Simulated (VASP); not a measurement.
Set up this calculation in VASP 6.6.1, as the native input.

| Property | Result |
| --- | --- |
| Task | single point |
| Functional | PBEsol |
| Potentials or basis | VASP PAW PBE potentials, release 64 (Tl_d, Cl) |
| Cutoff | 500 eV |
| k mesh | 6 × 6 × 6 |
| Occupations | gaussian, width 0.01 eV |
| Spin | no spin polarisation |
| Dipole correction | no |
| Further INCAR settings | ALGO = Normal; EDIFF = 1e-06; NBANDS = 17 |

The structure of TlCl lies in POSCAR:

```
TlCl
1.0
    3.7881505974      0.0000000000      0.0000000000
    0.0000000000      3.7881505974      0.0000000000
    0.0000000000      0.0000000000      3.7881505974
Tl Cl
1 1
Direct
    0.0000000000      0.0000000000      0.0000000000
    0.5000000000      0.5000000000      0.5000000000
```

The input as run:

INCAR

```
SYSTEM = TlCl
PREC = Accurate
ENCUT = 500
EDIFF = 1E-6
ISMEAR = 0
SIGMA = 0.01
LREAL = .FALSE.
LASPH = .TRUE.
NELM = 120
ALGO = Normal
ISIF = 2
LWAVE = .FALSE.
LCHARG = .FALSE.
GGA = PS
NBANDS = 17
GGA_COMPAT = .FALSE.
```

KPOINTS

```
regular mesh
0
G
  6 6 6
  0 0 0
```

Potentials or basis: VASP PAW PBE potentials, release 64 (Tl_d, Cl).

Run with:

```sh
$ cat potpaw_PBE.64/Tl_d/POTCAR potpaw_PBE.64/Cl/POTCAR > POTCAR
$ mpirun -np 1 vasp_std > vasp.out
```

It gave:

- Pressure: -0.5 GPa
- Band gap on the k mesh: 1.84 eV

Caveat: the PAW data sets were made with another functional, which shifts forces and pressure a little; spin-orbit coupling is left out, which moves the levels of the heavy elements.

It took 20 s on 1 thread of Intel Xeon 8259CL (shared host), peak memory 0.16 GiB.
